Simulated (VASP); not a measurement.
A run of VASP 6.6.1:

File POSCAR:

```
KF
1.0
    0.0000000000      2.6589605711      2.6589605711
    2.6589605711      0.0000000000      2.6589605711
    2.6589605711      2.6589605711      0.0000000000
K F
1 1
Direct
    0.0000000000      0.0000000000      0.0000000000
    0.5000000000      0.5000000000      0.5000000000
```

The input INCAR.step1:

```
SYSTEM = KF
ALGO     = Normal         ! electronic algorithm
EDIFF    = 1E-4           ! SCF threshold, eV
ENCUT    = 520            ! plane-wave cutoff, eV
GGA      = PE             ! functional
ISMEAR   = 0              ! smearing method
LASPH    = .TRUE.         ! aspherical terms in the spheres
LCHARG   = .FALSE.        ! write CHGCAR
LREAL    = .FALSE.        ! projectors in reciprocal space
LWAVE    = .TRUE.         ! write WAVECAR
NBANDS   = 15             ! bands
NELM     = 80             ! most SCF steps
PREC     = Accurate       ! precision mode
SIGMA    = 0.01           ! smearing width, eV
```

File INCAR.step2:

```
SYSTEM = KF
ALGO     = Normal         ! electronic algorithm
EDIFF    = 1E-6           ! SCF threshold, eV
ENCUT    = 520            ! plane-wave cutoff, eV
ISIF     = 2              ! what is computed and relaxed
ISMEAR   = 0              ! smearing method
ISTART   = 1            
LASPH    = .TRUE.         ! aspherical terms in the spheres
LCHARG   = .TRUE.         ! write CHGCAR
LELF     = .TRUE.         ! ELF
LMIXTAU  = .TRUE.       
LREAL    = .FALSE.        ! projectors in reciprocal space
LVHAR    = .TRUE.       
LWAVE    = .FALSE.        ! write WAVECAR
METAGGA  = R2SCAN         ! meta-GGA
NBANDS   = 15             ! bands
NELM     = 80             ! most SCF steps
PREC     = Accurate       ! precision mode
SIGMA    = 0.01           ! smearing width, eV
```

Contents of KPOINTS:

```
k-points
0
G
  8 8 8
  0 0 0
```

Potentials or basis: VASP PAW PBE potentials, release 64 (K_sv, F).

The run is started by

```bash
$ cat potpaw_PBE.64/K_sv/POTCAR potpaw_PBE.64/F/POTCAR > POTCAR
$ cp INCAR.step1 INCAR
$ mpirun -np 1 vasp_std > vasp.out
$ cp INCAR.step2 INCAR
$ mpirun -np 1 vasp_std > vasp.out
```

Hardware: 1 thread of AMD EPYC 7R13 (shared host).

**Question.** Estimate the wall time of this run.

**Answer.** It took 2.1 min on 1 thread of AMD EPYC 7R13 (shared host), peak memory 0.14 GiB. Counts: k points 29.
